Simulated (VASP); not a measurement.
# SnO2 (Fm-3m) in VASP: G0W0 quasiparticle levels with PBE

Aim: the G0W0 quasiparticle levels of SnO2 with PBE.

Program: VASP 6.6.1. These are calculated values, not measurements. Logs are shortened: lines on timing, memory, paths and dates and some standing lists are left out, and cuts for length are marked.

### 1 The cell of the first run

The structure is cubic, space group Fm-3m (No. 225). Conventional cell: a = 5.067 Å, b = 5.067 Å, c = 5.067 Å, α = 90.00°, β = 90.00°, γ = 90.00°. Sn (site symmetry m-3m) has 8 O at 2.19 Å within 2.9 Å. O (site symmetry -43m) has 4 Sn at 2.19 Å and 6 O at 2.53 Å within 2.9 Å.

### 2 G0W0 quasiparticle levels, PBE

POSCAR reads:

```
SnO2
1.0
    0.0000000000      2.5334669704      2.5334669704
    2.5334669704      0.0000000000      2.5334669704
    2.5334669704      2.5334669704      0.0000000000
Sn O
1 2
Direct
    0.0000000000      0.0000000000      0.0000000000
    0.2500000000      0.2500000000      0.2500000000
    0.7500000000      0.7500000000      0.7500000000
```

INCAR.step1 reads:

```
SYSTEM = SnO2
PREC     = Accurate       ! precision mode
ENCUT    = 500            ! plane-wave cutoff, eV
EDIFF    = 1E-8           ! SCF threshold, eV
ISMEAR   = 0              ! smearing method
SIGMA    = 0.01           ! smearing width, eV
LREAL    = .FALSE.        ! projectors in reciprocal space
LASPH    = .TRUE.         ! aspherical terms in the spheres
NELM     = 80             ! most SCF steps
ALGO     = Normal         ! electronic algorithm
LWAVE    = .TRUE.         ! write WAVECAR
LCHARG   = .FALSE.        ! write CHGCAR
GGA      = PE             ! functional
```

INCAR.step2 reads:

```
SYSTEM = SnO2
PREC     = Accurate       ! precision mode
ENCUT    = 500            ! plane-wave cutoff, eV
EDIFF    = 1E-8           ! SCF threshold, eV
ISMEAR   = 0              ! smearing method
SIGMA    = 0.01           ! smearing width, eV
LREAL    = .FALSE.        ! projectors in reciprocal space
LASPH    = .TRUE.         ! aspherical terms in the spheres
NELM     = 1              ! most SCF steps
ALGO     = Exact          ! electronic algorithm
LWAVE    = .TRUE.         ! write WAVECAR
LCHARG   = .FALSE.        ! write CHGCAR
GGA      = PE             ! functional
NBANDS   = 43             ! bands
LOPTICS  = .TRUE.         ! frequency-dependent dielectric function
ISTART   = 1
```

INCAR.step3 reads:

```
SYSTEM = SnO2
PREC     = Accurate       ! precision mode
ENCUT    = 500            ! plane-wave cutoff, eV
EDIFF    = 1E-8           ! SCF threshold, eV
ISMEAR   = 0              ! smearing method
SIGMA    = 0.01           ! smearing width, eV
LREAL    = .FALSE.        ! projectors in reciprocal space
LASPH    = .TRUE.         ! aspherical terms in the spheres
ALGO     = EVGW0          ! electronic algorithm
LWAVE    = .FALSE.        ! write WAVECAR
LCHARG   = .FALSE.        ! write CHGCAR
GGA      = PE             ! functional
NELMGW   = 1            
NBANDS   = 43             ! bands
ENCUTGW  = 60             ! cutoff of the response function
NOMEGA   = 48             ! frequency points
PRECFOCK = Fast         
ISTART   = 1            
NBANDSGW = 21
```

KPOINTS reads:

```
regular mesh
0
G
  4 4 4
  0 0 0
```

Potentials or basis: VASP PAW PBE potentials, release 64 (Sn_d_GW, O_GW).

Run with:

```console
$ cat potpaw_PBE.64/Sn_d_GW/POTCAR potpaw_PBE.64/O_GW/POTCAR > POTCAR
$ cp INCAR.step1 INCAR
$ mpirun -np 1 vasp_std > vasp.out
$ cp INCAR.step2 INCAR
$ mpirun -np 1 vasp_std > vasp.out
$ cp INCAR.step3 INCAR
$ mpirun -np 1 vasp_std > vasp.out
```

OUTCAR:

```text
SYSTEM = SnO2
   PREC = Accurate
   ENCUT = 500
   EDIFF = 1E-8
   ISMEAR = 0
   LREAL = .FALSE.
   LASPH = .TRUE.
   GGA = PE
   NELMGW = 1
   ENCUTGW = 60
   PRECFOCK = Fast
   ISTART = 1

 ion  position               nearest neighbor table
   1  0.000  0.000  0.000-   3 2.19   3 2.19   3 2.19   2 2.19   3 2.19   2 2.19   2 2.19   2 2.19

   2  0.250  0.250  0.250-   1 2.19   1 2.19   1 2.19   1 2.19
   3  0.750  0.750  0.750-   1 2.19   1 2.19   1 2.19   1 2.19

  LATTYP: Found a face centered cubic cell.
 ALAT       =     5.0669339408

  Lattice vectors:

 A1 = (   0.0000000000,   2.5334669704,   2.5334669704)
 A2 = (   2.5334669704,   0.0000000000,   2.5334669704)
 A3 = (   2.5334669704,   2.5334669704,   0.0000000000)

Analysis of symmetry for initial positions (statically):
=====================================================================
 Subroutine PRICEL returns:
 Original cell was already a primitive cell.

 Routine SETGRP: Setting up the symmetry group for a
 face centered cubic supercell.

 Subroutine GETGRP returns: Found 48 space group operations
 (whereof 48 operations were pure point group operations)
 out of a pool of 48 trial point group operations.

The static configuration has the point symmetry O_h .

Analysis of symmetry for dynamics (positions and initial velocities):
=====================================================================
 Subroutine PRICEL returns:
 Original cell was already a primitive cell.

 Routine SETGRP: Setting up the symmetry group for a
 face centered cubic supercell.

 Subroutine GETGRP returns: Found 48 space group operations
 (whereof 48 operations were pure point group operations)
 out of a pool of 48 trial point group operations.

The dynamic configuration has the point symmetry O_h .

 Subroutine INISYM returns: Found 48 space group operations
 (whereof 48 operations are pure point group operations),
 and found     1 'primitive' translations

----------------------------------------------------------------------------------------

                                     Primitive cell

  volume of cell :      32.5219

  direct lattice vectors                    reciprocal lattice vectors
     0.000000000  2.533466970  2.533466970    -0.197358010  0.197358010  0.197358010
     2.533466970  0.000000000  2.533466970     0.197358010 -0.197358010  0.197358010
     2.533466970  2.533466970  0.000000000     0.197358010  0.197358010 -0.197358010

  length of vectors
     3.582863349  3.582863349  3.582863349     0.341834101  0.341834101  0.341834101

  position of ions in fractional coordinates (direct lattice)
     0.000000000  0.000000000  0.000000000
     0.250000000  0.250000000  0.250000000
     0.750000000  0.750000000  0.750000000

  ion indices of the primitive-cell ions
   primitive index   ion index
                 1           1
                 2           2
                 3           3

----------------------------------------------------------------------------------------

 KPOINTS: regular mesh

Automatic generation of k-mesh.
 Grid dimensions read from file:
 generate k-points for:    4    4    4

 Generating k-lattice:

  Cartesian coordinates                     Fractional coordinates (reciprocal lattice)
    -0.049339503  0.049339503  0.049339503     0.250000000  0.000000000  0.000000000
     0.049339503 -0.049339503  0.049339503     0.000000000  0.250000000  0.000000000
     0.049339503  0.049339503 -0.049339503     0.000000000  0.000000000  0.250000000

  Length of vectors
     0.085458525  0.085458525  0.085458525

  Shift w.r.t. Gamma in fractional coordinates (k-lattice)
     0.000000000  0.000000000  0.000000000

 Subroutine IBZKPT returns following result:
 ===========================================

 Found      8 irreducible k-points:

 Following reciprocal coordinates:
            Coordinates               Weight
  0.000000  0.000000  0.000000      1.000000
  0.250000  0.000000  0.000000      8.000000
  0.500000  0.000000  0.000000      4.000000
  0.250000  0.250000  0.000000      6.000000
  0.500000  0.250000  0.000000     24.000000
 -0.250000  0.250000  0.000000     12.000000
  0.500000  0.500000  0.000000      3.000000
 -0.250000  0.500000  0.250000      6.000000
   k-points           NKPTS =      8   k-points in BZ     NKDIM =     64   number of bands    NBANDS=     43
   number of dos      NEDOS =    301   number of ions     NIONS =      3
   total plane-waves  NPLWV =  21952
   dimension x,y,z NGX =    28 NGY =   28 NGZ =   28
   dimension x,y,z NGXF=    56 NGYF=   56 NGZF=   56
   ions per type =               1   2
   NGX,Y,Z   is equivalent  to a cutoff of  12.99, 12.99, 12.99 a.u.
   NGXF,Y,Z  is equivalent  to a cutoff of  25.98, 25.98, 25.98 a.u.
 SYSTEM =  SnO2
   PREC   = accura    normal or accurate (medium, high low for compatibility)
   ISTART =      1    job   : 0-new  1-cont  2-samecut
   ICHARG =      0    charge: 1-file 2-atom 10-const
   ISPIN  =      1    spin polarized calculation?
   LNONCOLLINEAR =      F non collinear calculations
   LSORBIT =      F    spin-orbit coupling
   LASPH  =      T    aspherical Exc in radial PAW
   ENCUT  =  500.0 eV  36.75 Ry    6.06 a.u.   6.53  6.53  6.53*2*pi/ulx,y,z
   NELM   =     60;   NELMIN=  2; NELMDL=  0     # of ELM steps
   EDIFF  = 0.1E-07   stopping-criterion for ELM
   LREAL  =      F    real-space projection
   EDIFFG = 0.1E-06   stopping-criterion for IOM
   NSW    =      0    number of steps for IOM
   IBRION =     -1    ionic relax: 0-MD 1-quasi-New 2-CG
   NFREE  =      0    steps in history (QN), initial steepest desc. (CG)
   ISIF   =      0    stress and relaxation
   ISYM   =      3    0-nonsym 1-usesym 2-fastsym
   POTIM  = 0.5000    time-step for ionic-motion
   TEBEG  =    0.0;   TEEND  =   0.0 temperature during run
   PSTRESS=    0.0 pullay stress
   NELECT =      26.0000    total number of electrons
   NUPDOWN=      -1.0000    fix difference up-down
   EMIN   =  10.00;   EMAX   =-10.00  energy-range for DOS
   EFERMI =   0.00;   METHOD = LEGACY
   ISMEAR =     0;   SIGMA  =   0.01  broadening in eV -4-tet -1-fermi 0-gaus
   EFERMI_NEDOS =   21; number of points for ismear=-14 and -15
   IALGO  =     38    algorithm
   IMIX   =      4    mixing-type and parameters
     AMIX     =   0.40;   BMIX     =  1.00
     AMIX_MAG =   1.60;   BMIX_MAG =  1.00
  volume/ion in A,a.u.               =      10.84        73.16
  Fermi-wavevector in a.u.,A,eV,Ry     =   1.519407  2.871262 31.410365  2.308597
  Thomas-Fermi vector in A             =   2.628397
   LORBIT       =      0    0 simple, 1 ext, 2 COOP (PROOUT), +10 PAW based schemes
   GGA     = PE    functional components
   LHFCALC =     T    Hartree Fock is set to
   PRECFOCK=fast      Normal, Fast or Accurate (Low or Medium for compatibility)
   ENCUT4O =  -1.0   cutoff for four orbital integrals eV
   NKREDX  =     1    reduce k-point grid by
   NKREDY  =     1    reduce k-point grid by
   NKREDZ  =     1    reduce k-point grid by
   AEXX    =    1.0000 exact exchange contribution
   HFSCREEN=    0.0000 screening length (either q_TF or 0.3 A-1)
   HFSCREENC=   0.0000 screening length for correlation (either q_TF or 0.3 A-1)
   ENCUTFOCK=  -1.0 apply spherical cutoff to Coloumb kernel
   IVDW    =     0    specifies the selected vdW correction
   LEPSILON=     F    determine dielectric tensor
   LRPA    =     F    only Hartree local field effects (RPA)
   LRPAFORCE           =     F    calculate RPA forces
   ENCUTGW             =  60.0    cutoff for response function in eV
   ENCUTGWSOFT         =  48.0    soft cutoff for Coulomb kernel in GW response function in eV
   ENCUTLF             =  -1.0    cutoff for local field effects
   NELMGW              =     1    number of iterations in solving QP/BSE equation
   NELMHF              =     1    number of iterations in the inner HF iteration
   NKREDLFX            =     1    NKREDLFY  =   1   NKREDLFZ  =   1
 non-spin polarized calculation
 Gauss-broadening in eV      SIGMA  =   0.01
  energy-cutoff  :      500.00
  volume of cell :       32.52
 maximum number of plane-waves:       869
 NGX is ok and might be reduce to    28
  NGX = 16; NGY = 16; NGZ = 16
   NGX = 13   NGY = 13   NGZ = 13
 maximum number of plane-waves:        40
 NGX is ok and might be reduce to    10

 QP shifts <psi_nk| G(iteration)W_0 |psi_nk>: iteration 1
 for sc-GW calculations column KS-energies equals QP-energies in previous step
 and V_xc(KS)=  KS-energies - (<T + V_ion + V_H > + <T+V_H+V_ion>^1  + <V_x>^1)

 k-point   1 :       0.0000    0.0000    0.0000
  band No.  KS-energies  QP-energies   sigma(KS)   V_xc(KS)     V^pw_x(r,r')   Z            occupation Imag(sigma)

      1     -14.5372     -17.4275     -21.2476     -17.4345     -27.2831       0.7580       2.0000       0.8764
      2     -14.5372     -17.4275     -21.2476     -17.4345     -27.2831       0.7580       2.0000       0.8764
      3     -14.5372     -17.4275     -21.2476     -17.4345     -27.2831       0.7580       2.0000       0.8764
      4     -14.3827     -17.2100     -21.1802     -17.4573     -27.0375       0.7594       2.0000       0.7363
      5     -14.3827     -17.2100     -21.1802     -17.4573     -27.0375       0.7594       2.0000       0.7363
      6     -13.6658     -15.1575     -19.7887     -17.6400     -29.3969       0.6942       2.0000       1.9326
[... 13 lines left out ...]
     20      21.3756      22.6342      -9.5635     -11.0892      -4.9775       0.8250       0.0000      -0.3579
     21      28.3433      30.3617     -10.1865     -12.6187      -4.6571       0.8298       0.0000      -0.9782

 k-point   2 :       0.2500    0.0000    0.0000
  band No.  KS-energies  QP-energies   sigma(KS)   V_xc(KS)     V^pw_x(r,r')   Z            occupation Imag(sigma)

      1     -14.7848     -17.5087     -21.1181     -17.4833     -27.6352       0.7494       2.0000       0.9867
      2     -14.5013     -17.3903     -21.2591     -17.4508     -27.2704       0.7586       2.0000       0.8550
      3     -14.5013     -17.3903     -21.2591     -17.4508     -27.2704       0.7586       2.0000       0.8550
      4     -14.3767     -17.2215     -21.2003     -17.4655     -27.0640       0.7617       2.0000       0.7410
      5     -14.3767     -17.2215     -21.2003     -17.4655     -27.0640       0.7617       2.0000       0.7410
      6     -12.9733     -14.5508     -20.3017     -18.0255     -29.5994       0.6931       2.0000       1.7577
[... 13 lines left out ...]
     20      22.3367      23.5026      -8.9774     -10.3994      -3.7215       0.8199       0.0000      -0.6713
     21      26.3707      27.9297      -9.2896     -11.1411      -4.0987       0.8420       0.0000      -0.8096

 k-point   3 :       0.5000    0.0000    0.0000
  band No.  KS-energies  QP-energies   sigma(KS)   V_xc(KS)     V^pw_x(r,r')   Z            occupation Imag(sigma)

      1     -15.0357     -17.6301     -21.0106     -17.5090     -27.8990       0.7409       2.0000       1.0794
      2     -14.4897     -17.3580     -21.2208     -17.4367     -27.2038       0.7580       2.0000       0.8376
      3     -14.4897     -17.3580     -21.2208     -17.4367     -27.2038       0.7580       2.0000       0.8376
      4     -14.3454     -17.2217     -21.2693     -17.5056     -27.1450       0.7642       2.0000       0.7387
      5     -14.3454     -17.2217     -21.2693     -17.5056     -27.1450       0.7642       2.0000       0.7387
      6     -11.5112     -13.1632     -21.5532     -19.1952     -30.7499       0.7006       2.0000       1.5753
[... 13 lines left out ...]
     20      21.7555      23.1634      -9.7470     -11.4516      -4.6592       0.8259       0.0000      -0.5966
     21      25.5023      27.0026     -10.1791     -11.9845      -5.0249       0.8310       0.0000      -0.7282
[... 79 lines left out ...]
      1     -15.1269     -17.7192     -21.0234     -17.5091     -27.8837       0.7376       2.0000       1.0716
      2     -14.4604     -17.2724     -21.0880     -17.3709     -26.9745       0.7565       2.0000       0.7788
      3     -14.3646     -17.2857     -21.3777     -17.5487     -27.3385       0.7629       2.0000       0.7936
      4     -14.3646     -17.2857     -21.3777     -17.5487     -27.3385       0.7629       2.0000       0.7936
      5     -14.3362     -17.2084     -21.2348     -17.4939     -27.0778       0.7678       2.0000       0.7127
      6     -11.8811     -13.5010     -21.4098     -19.0753     -30.7186       0.6939       2.0000       1.6113
[... 13 lines left out ...]
     20      23.8559      25.4191     -10.7881     -12.6765      -5.9755       0.8278       0.0000      -0.4983
     21      25.3998      26.9312      -8.8944     -10.7307      -4.0768       0.8340       0.0000      -0.5541

 k-point   8 :      -0.2500    0.5000    0.2500
  band No.  KS-energies  QP-energies   sigma(KS)   V_xc(KS)     V^pw_x(r,r')   Z            occupation Imag(sigma)

      1     -14.8283     -17.5136     -21.1398     -17.5409     -27.7536       0.7461       2.0000       0.9929
      2     -14.8283     -17.5136     -21.1398     -17.5409     -27.7536       0.7461       2.0000       0.9929
      3     -14.4286     -17.2474     -21.1260     -17.4029     -27.0018       0.7571       2.0000       0.7615
      4     -14.3650     -17.2508     -21.2908     -17.5077     -27.1972       0.7628       2.0000       0.7630
      5     -14.3650     -17.2508     -21.2908     -17.5077     -27.1972       0.7628       2.0000       0.7630
      6     -10.7248     -12.5626     -22.0884     -19.5389     -30.6443       0.7208       2.0000       1.3629
[... 13 lines left out ...]
     20      24.7172      26.5056     -10.4774     -12.6609      -5.6145       0.8190       0.0000      -0.5010
     21      24.7172      26.5056     -10.4774     -12.6609      -5.6145       0.8190       0.0000      -0.5010
```

Run time: 2 min. Hardware: 1 thread of Intel Xeon Platinum 8488C (Sapphire Rapids), shared host; peak memory 0.28 GiB.

Results:

| Property | Result |
| --- | --- |
| Band gap on the k mesh, mean-field level | 0.27 eV, indirect (least direct gap 1.67 eV) |
| Quasiparticle gap | 1.18 eV |
| Least direct quasiparticle gap | 2.73 eV |

Caveat: the k points lie up to 0.54 Å⁻¹ apart; bands, screening cutoff and mesh are small and nothing is extrapolated, so the quasiparticle values aren't converged; spin-orbit coupling is left out, which moves the levels of the heavy elements.
